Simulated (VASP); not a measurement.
Write the native input for VASP 6.6.1 that does the following.

| Item | Value |
| --- | --- |
| Task | single point |
| Functional | PBE |
| Potentials or basis | VASP PAW PBE potentials, release 64 (Si, C) |
| Cutoff | 520 eV |
| k mesh | 12 × 12 × 6 |
| Occupations | gaussian, width 0.05 eV |
| Spin | no spin polarisation |
| Dipole correction | no |
| Further INCAR settings | ALGO = Normal; EDIFF = 1e-06; NBANDS = 16 |

The structure of SiC lies in POSCAR:

```
SiC
1.0
    2.8444250947      0.0000000000      0.0000000000
   -1.4222125473      2.4633443912      0.0000000000
    0.0000000000      0.0000000000      4.6680994832
Si C
2 2
Direct
    0.3333333333      0.6666666667      0.0045635313
    0.6666666667      0.3333333333      0.5045635313
    0.3333333333      0.6666666667      0.3804364687
    0.6666666667      0.3333333333      0.8804364687
```

This cell differs from its parent crystal: strain -0.080 along x and y, -0.080 along z.

One way to write it, as run:

INCAR

```
SYSTEM = SiC
  ALGO = Normal
  EDIFF = 1E-6
  ENCUT = 520
  GGA = PE
  ISIF = 2
  ISMEAR = 0
  LASPH = .True.
  LCHARG = .True.
  LELF = .True.
  LREAL = .False.
  LVHAR = .True.
  LWAVE = .False.
  NBANDS = 16
  NELM = 100
  PREC = Accurate
  SIGMA = 0.05
```

KPOINTS

```
k-points
0
Gamma
  12 12 6
  0 0 0
```

Potentials or basis: VASP PAW PBE potentials, release 64 (Si, C).

Launch:

```console
$ cat potpaw_PBE.64/Si/POTCAR potpaw_PBE.64/C/POTCAR > POTCAR
$ mpirun -np 1 vasp_std > vasp.out
```

Results of the run:

```
Pressure               : 86.0 GPa
Largest force          : 0.050 eV/Å
Band gap on the k mesh : 1.81 eV, indirect (least direct gap 4.44 eV)
```

Caveat: the cell differs from its parent crystal (strain -0.080 along x and y, -0.080 along z).

Run time: 28 s on 1 thread of Intel Xeon 6975P-C (shared host), peak memory 0.17 GiB.
